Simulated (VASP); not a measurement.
# Mn2SbN3 (R-3m) in VASP: a series of runs, part 2 of 2

VASP 6.6.1.

### 4 Relaxation of cell and atoms, PBE, collinear spin, ferromagnetic start

This run uses another cell than the first one, of 16.60 Å³/atom, 1.167 times its volume.

INCAR

```
SYSTEM = Mn2SbN3
PREC     = Accurate       ! precision mode
ENCUT    = 600            ! plane-wave cutoff, eV
EDIFF    = 1E-6           ! SCF threshold, eV
ISMEAR   = 0              ! smearing method
SIGMA    = 0.15           ! smearing width, eV
LREAL    = .False.        ! projectors in reciprocal space
LASPH    = .True.         ! aspherical terms in the spheres
NELM     = 150            ! most SCF steps
ALGO     = Normal         ! electronic algorithm
ISIF     = 3              ! what is computed and relaxed
LWAVE    = .False.        ! write WAVECAR
LCHARG   = .False.        ! write CHGCAR
ISPIN    = 2              ! spin polarisation
MAGMOM   = 4 4 0 0 0 0    ! initial moments
LORBIT   = 11             ! projections on sites
LMAXMIX  = 4              ! l up to which the mixer works
GGA      = PE             ! functional
IBRION   = 2              ! ionic algorithm
NSW      = 36             ! ionic steps
EDIFFG   = -0.08          ! ionic threshold
```

KPOINTS

```
regular mesh
0
Gamma
  3 3 3
  0 0 0
```

POSCAR

```
Mn2SbN3
1.0
    2.7190429400      1.5698401700      3.8887707500
   -2.7190429400      1.5698401700      3.8887707500
    0.0000000000     -3.1396803400      3.8887707500
Mn Sb N
2 1 3
Direct
    0.7725555100      0.7725555100      0.7725555100
    0.2274444900      0.2274444900      0.2274444900
    0.5000000000      0.5000000000      0.5000000000
    0.0000000000      0.0000000000      0.5000000000
    0.5000000000      0.0000000000      0.0000000000
    0.0000000000      0.5000000000      0.0000000000
```

Potentials or basis: VASP PAW PBE potentials, release 64 (Mn_pv, Sb, N).

Started as:

```console
cat potpaw_PBE.64/Mn_pv/POTCAR potpaw_PBE.64/Sb/POTCAR potpaw_PBE.64/N/POTCAR > POTCAR
mpirun -np 1 vasp_std > vasp.out
```

OUTCAR:

```text
SYSTEM = Mn2SbN3
   PREC = Accurate
   ENCUT = 600
   EDIFF = 1E-6
   ISMEAR = 0
   LREAL = .False.
   LASPH = .True.
   NELM = 150
   ISIF = 3
   ISPIN = 2
   LORBIT = 11
   GGA = PE
   IBRION = 2
   NSW = 36
   EDIFFG = -0.08

 ion  position               nearest neighbor table
   1  0.773  0.773  0.773-   4 1.72   5 1.72   6 1.72   3 3.18   3 3.22   3 3.22   3 3.22
   2  0.227  0.227  0.227-   4 1.72   5 1.72   6 1.72   3 3.18   3 3.22   3 3.22   3 3.22
   3  0.500  0.500  0.500-   5 2.72   6 2.72   5 2.72   6 2.72   4 2.72   4 2.72   1 3.18   2 3.18
                             2 3.22   1 3.22   2 3.22   1 3.22   1 3.22   2 3.22
   4  0.000  0.000  0.500-   1 1.72   2 1.72   3 2.72   3 2.72
   5  0.500  0.000  0.000-   1 1.72   2 1.72   3 2.72   3 2.72
   6  0.000  0.500  0.000-   1 1.72   2 1.72   3 2.72   3 2.72

  LATTYP: Found a trigonal (rhomboedric) cell.
 ALAT       =     4.9980126665
 COS(alpha) =     0.4080739910

  Lattice vectors:

 A1 = (   2.7190429400,   1.5698401700,   3.8887707500)
 A2 = (  -2.7190429400,   1.5698401700,   3.8887707500)
 A3 = (   0.0000000000,  -3.1396803400,   3.8887707500)

Analysis of symmetry for initial positions (statically):
=====================================================================
 Subroutine PRICEL returns:
[... 710 lines left out ...]

  energy  without entropy=      -44.9394579965  energy(sigma->0) =      -44.96626893

[... ionic steps 4 to 12 ...]

--------------------------------------- Ionic step       13  -------------------------------------------

 number of electron      46.0000009 magnetization      -0.0000001

------------------------ aborting loop because EDIFF is reached ----------------------------------------
[... 79 lines left out ...]
 number of electron      46.0000013 magnetization       0.0000002

 number of electron      46.0000013 magnetization      -0.0000000

 Free energy of the ion-electron system (eV)
  ---------------------------------------------------
  ext. energy  EPLUGINS =         0.00000000
  ---------------------------------------------------
  free energy    TOTEN  =       -45.74256520 eV

  energy without entropy =      -45.70172520  energy(sigma->0) =      -45.72214520

 E-fermi :   5.9471     XC(G=0): -10.6793

 val. band max:        5.9137602586   @ k =   0.3333   0.3333   0.3333
 cond. band min:       6.0082273286   @ k =   0.3333   0.3333   0.0000
 fundamental gap:      0.0944670701
 Fermi energy:         5.9470917466

 spin component 1

 k-point     1 :       0.0000    0.0000    0.0000
  band No.  band energies     occupation
      1     -42.9616      1.00000
      2     -42.9616      1.00000
      3     -42.9506      1.00000
      4     -42.9506      1.00000
      5     -42.3101      1.00000
      6     -42.3100      1.00000
[... 433 lines left out ...]
  FREE ENERGIE OF THE ION-ELECTRON SYSTEM (eV)
  ---------------------------------------------------
  free  energy   TOTEN  =       -45.7425652009 eV

  energy  without entropy=      -45.7017251987  energy(sigma->0) =      -45.72214520

 reached required accuracy - stopping structural energy minimisation

 total charge

# of ion       s       p       d       tot
------------------------------------------
    1        0.458   6.530   5.381  12.369
    2        0.458   6.530   5.381  12.369
    3        1.246   0.969   0.050   2.264
    4        1.300   2.355   0.000   3.655
    5        1.300   2.355   0.000   3.655
    6        1.300   2.355   0.000   3.655
--------------------------------------------------
tot          6.061  21.093  10.812  37.966

 magnetization (x)

# of ion       s       p       d       tot
------------------------------------------
    1       -0.000  -0.000  -0.000  -0.000
    2       -0.000  -0.000  -0.000  -0.000
    3        0.000   0.000  -0.000   0.000
    4       -0.000   0.000   0.000   0.000
    5       -0.000   0.000   0.000   0.000
    6       -0.000   0.000   0.000   0.000
--------------------------------------------------
tot          0.000   0.000  -0.000  -0.000
```

CONTCAR:

```text
Mn2SbN3
   1.00000000000000
     2.8231575535691906    1.6299507697898794    3.1044995632552572
    -2.8231575535691906    1.6299507697898794    3.1044995632552572
     0.0000000000000000   -3.2599015395797588    3.1044995632552572
  Mn              Sb              N
     2     1     3
Direct
     0.7786453206698140    0.7786453206698140    0.7786453206698140
     0.2213546793301862    0.2213546793301862    0.2213546793301862
     0.5000000000000000    0.5000000000000000    0.5000000000000000
     0.0000000000000000    0.0000000000000000    0.5000000000000000
     0.5000000000000000    0.0000000000000000    0.0000000000000000
     0.0000000000000000    0.5000000000000000    0.0000000000000000

  0.00000000E+00  0.00000000E+00  0.00000000E+00
  0.00000000E+00  0.00000000E+00  0.00000000E+00
  0.00000000E+00  0.00000000E+00  0.00000000E+00
  0.00000000E+00  0.00000000E+00  0.00000000E+00
  0.00000000E+00  0.00000000E+00  0.00000000E+00
  0.00000000E+00  0.00000000E+00  0.00000000E+00
```

Wall time 6.9 min (1 thread of AMD EPYC 9R45 (Zen 5), shared host); peak memory 0.28 GiB.

Results:

```
Free energy                                           : -45.7426 eV
Relaxed volume                                        : 14.29 Å³/atom
Relaxed cell                                          : a = 4.502 Å, b = 4.502 Å, c = 4.502 Å, α = 77.68°, β = 77.68°, γ = 77.68°
Space group after relaxing (to 0.05 Å)                : R-3m (No. 166)
Energy gained by relaxing                             : 166.0 meV/atom
Ionic steps                                           : 15
Pressure after relaxing                               : -0.7 GPa
Largest force after relaxing                          : 0.064 eV/Å
Band gap on the k mesh                                : zero (filled and empty bands overlap)
Net moment                                            : 0.00 μB per cell
Valence electrons inside the program's atomic spheres : Mn 12.37; Sb 2.26; N 3.65
```

Forces on the atoms (eV/Å):
```
Mn   0.000  0.000  0.064
Mn   0.000  0.000 -0.064
Sb   0.000  0.000  0.000
N    0.000  0.000  0.000
N    0.000  0.000  0.000
N    0.000  0.000  0.000
```

The path:
```
step  energy change (eV)  largest force (eV/Å)  pressure (GPa)  volume (Å³)
   1              0.0000                0.8133           -5.69        99.59
   2             -0.2437                1.4098            5.58        91.27
   3             -0.2464                1.1693            4.17        92.13
   4             -0.4488                1.1541            3.84        90.39
   5             -0.9110                0.6659            4.17        84.76
   6              1.7926                8.2836           31.11        71.54
   7             -0.9370                0.4906            4.48        83.96
   8             -0.9478                0.1981            5.19        82.73
   9             -0.9849                0.3360           -0.76        85.57
  10             -0.9862                0.2535            0.14        85.11
  11             -0.9888                0.1789            0.09        85.25
  12             -0.9920                0.0174           -0.01        85.63
  13             -0.9938                0.0223           -0.35        85.72
  14             -0.9949                0.0814           -0.87        85.85
  15             -0.9959                0.0643           -0.69        85.71
```

Final structure:
```yaml
crystal:
  lattice:
    - [2.82316, 1.62995, 3.10450]
    - [-2.82316, 1.62995, 3.10450]
    - [0.00000, -3.25990, 3.10450]
  atoms:
    - { symbol: Mn, position: [0.77865, 0.77865, 0.77865] }
    - { symbol: Mn, position: [0.22135, 0.22135, 0.22135] }
    - { symbol: Sb, position: [0.50000, 0.50000, 0.50000] }
    - { symbol: N, position: [0.00000, 0.00000, 0.50000] }
    - { symbol: N, position: [0.50000, 0.00000, 0.00000] }
    - { symbol: N, position: [0.00000, 0.50000, 0.00000] }
```

Levels at points of the mesh, in eV from the Fermi level:
Spin up:
| k point | band 19 | band 20 | band 21 | band 22 | band 23 | band 24 | band 25 | band 26 | band 27 | band 28 |
| --- | --- | --- | --- | --- | --- | --- | --- | --- | --- | --- |
| (0.00, 0.00, 0.00) | -1.71 | -1.54 | -1.28 | -1.28 | -1.02 | -1.02 | -0.74 | 1.68 | 1.68 | 2.69 |
Spin down:
| k point | band 21 | band 22 | band 23 | band 24 | band 25 | band 26 |
| --- | --- | --- | --- | --- | --- | --- |
| (0.00, 0.00, 0.00) | -1.28 | -1.28 | -1.02 | -1.02 | -0.74 | 1.68 |

Caveat: the k points lie up to 0.48 Å⁻¹ apart in the final cell; the starting moments collapsed, and a magnetic state may lie lower; spin-orbit coupling is left out, which moves the levels of the heavy elements; the relaxation stopped at a loose force limit of 0.08 eV/Å, so its end isn't a converged minimum.

### 5 Relaxation of cell and atoms, PBE

INCAR

```
PREC = Accurate
ENCUT = 600
EDIFF = 1E-7
ISMEAR = 0
SIGMA = 0.1
LREAL = False
LASPH = True
NELM = 100
ALGO = Normal
ISIF = 3
LWAVE = False
LCHARG = False
GGA = PE
IBRION = 2
NSW = 100
EDIFFG = -0.01
```

KPOINTS

```
Automatic mesh
0
Gamma
  6 6 6
```

POSCAR

```
Mn2SbN3
1.0
    2.8172080557      1.6265158293      3.1038863995
   -2.8172080557      1.6265158293      3.1038863995
    0.0000000000     -3.2530316587      3.1038863995
Mn Sb N
2 1 3
Direct
    0.7788137012      0.7788137012      0.7788137012
    0.2211862988      0.2211862988      0.2211862988
    0.5000000000      0.5000000000      0.5000000000
    0.0000000000      0.0000000000      0.5000000000
    0.5000000000      0.0000000000      0.0000000000
    0.0000000000      0.5000000000      0.0000000000
```

Started as:

```console
cat potpaw_PBE.64/Mn_pv/POTCAR potpaw_PBE.64/Sb/POTCAR potpaw_PBE.64/N/POTCAR > POTCAR
mpirun -np 1 vasp_std > vasp.out
```

Wall time 4.3 min (1 thread of AMD EPYC 9R45 (Zen 5), shared host); peak memory 0.24 GiB.

It converged, with:

| Property | Result |
| --- | --- |
| Free energy | -45.6216 eV |
| Relaxed volume | 14.18 Å³/atom |
| Relaxed cell | a = 4.485 Å, b = 4.485 Å, c = 4.485 Å, α = 78.04°, β = 78.04°, γ = 78.04° |
| Space group after relaxing (to 0.05 Å) | R-3m (No. 166) |
| Energy gained by relaxing | 0.6 meV/atom |
| Ionic steps | 7 |
| Pressure after relaxing | 0.1 GPa |
| Largest force after relaxing | 0.004 eV/Å |
| Band gap on the k mesh | zero (band 23 reaches 6.19 eV, above the bottom of band 24 at 4.98 eV) |

Forces in eV/Å, atoms in the order of the input:
```
Mn   0.000  0.000 -0.004
Mn   0.000  0.000  0.004
Sb   0.000  0.000  0.000
N    0.000  0.000  0.000
N    0.000  0.000  0.000
N    0.000  0.000  0.000
```

Stress tensor (GPa, compression positive):
```
 0.11  0.00  0.00
 0.00  0.11  0.00
 0.00  0.00 -0.03
```

The path:
```csv
step,energy change (eV),largest force (eV/Å),pressure (GPa),volume (Å³)
1,0.0000,0.1964,0.39,85.34
2,-0.0002,0.1646,-1.34,85.76
3,-0.0025,0.0121,-0.50,85.56
4,-0.0035,0.0230,-0.03,85.13
5,-0.0035,0.0266,0.01,85.10
6,-0.0036,0.0192,0.03,85.09
7,-0.0038,0.0044,0.07,85.07
```

Final structure:
```cif
data_structure
_symmetry_space_group_name_H-M 'P 1'
_symmetry_Int_Tables_number 1
_cell_length_a 4.4853
_cell_length_b 4.4853
_cell_length_c 4.4853
_cell_angle_alpha 78.036
_cell_angle_beta 78.036
_cell_angle_gamma 78.036
_cell_volume 85.07
loop_
_atom_site_label
_atom_site_type_symbol
_atom_site_fract_x
_atom_site_fract_y
_atom_site_fract_z
_atom_site_occupancy
Mn1 Mn 0.77850 0.77850 0.77850 1
Mn2 Mn 0.22150 0.22150 0.22150 1
Sb1 Sb 0.50000 0.50000 0.50000 1
N1 N 0.00000 0.00000 0.50000 1
N2 N 0.50000 0.00000 0.00000 1
N3 N 0.00000 0.50000 0.00000 1
```

Levels at points of the mesh, in eV from the Fermi level:
```tsv
k point	band 20	band 21	band 22	band 23	band 24	band 25	band 26	band 27
(0.00, 0.00, 0.00)	-1.47	-1.24	-1.24	-0.99	-0.99	-0.68	1.74	1.74
(0.50, 0.00, 0.00)	-2.61	-0.50	-0.41	-0.25	-0.16	0.92	1.17	1.71
(0.50, 0.50, 0.00)	-2.30	-1.47	-0.70	-0.01	0.32	1.20	1.50	1.93
(0.50, 0.50, 0.50)	-1.23	-1.18	-1.18	-0.37	-0.15	-0.15	1.47	1.47
```

Caveat: spin-orbit coupling is left out, which moves the levels of the heavy elements; the run has no spin polarisation, though such a crystal can be magnetic. Spin polarisation is off, so any magnetic state and its effect on volume and gap are missing.
